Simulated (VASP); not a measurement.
Ni, 3 atoms in the cell. The structure is hexagonal, space group P6/mmm (No. 191). The conventional cell has a = 3.992 Å, b = 3.992 Å, c = 2.419 Å, α = 90.00°, β = 90.00°, γ = 120.00°. Within 3.2 Å of Ni (site symmetry 6/mmm) lie 14 Ni at 2.42 to 2.60 Å. Within 3.0 Å of Ni (site symmetry -6m2) lie 11 Ni at 2.30 to 2.60 Å. 

```yaml
Program: VASP 6.6.1
Task: single point
Functional: PBE
Potentials_or_basis: VASP PAW PBE potentials, release 64 (Ni)
Cutoff: 520 eV
k_mesh: 9 × 9 × 12
Occupations: fermi-dirac, width 0.08 eV
Spin: collinear spin, ferromagnetic start
Starting_moments: "[1.0, 1.0, 1.0] μB"
Dipole_correction: no
Further_INCAR_settings: ALGO = Normal; EDIFF = 1e-06; NBANDS = 26
```

Potentials or basis: VASP PAW PBE potentials, release 64 (Ni).

Command:

```sh
$ cat potpaw_PBE.64/Ni/POTCAR > POTCAR
$ mpirun -np 1 vasp_std > vasp.out
```

Hardware: 1 thread of Intel(R) Xeon(R) 6975P-C (Granite Rapids), with other jobs on the host.

**Question.** How long does it take, and how much memory?

**Answer.** It took 68 s on 1 thread of Intel(R) Xeon(R) 6975P-C (Granite Rapids), with other jobs on the host, peak memory 0.22 GiB. Counts: scf iterations 15, k points 84.
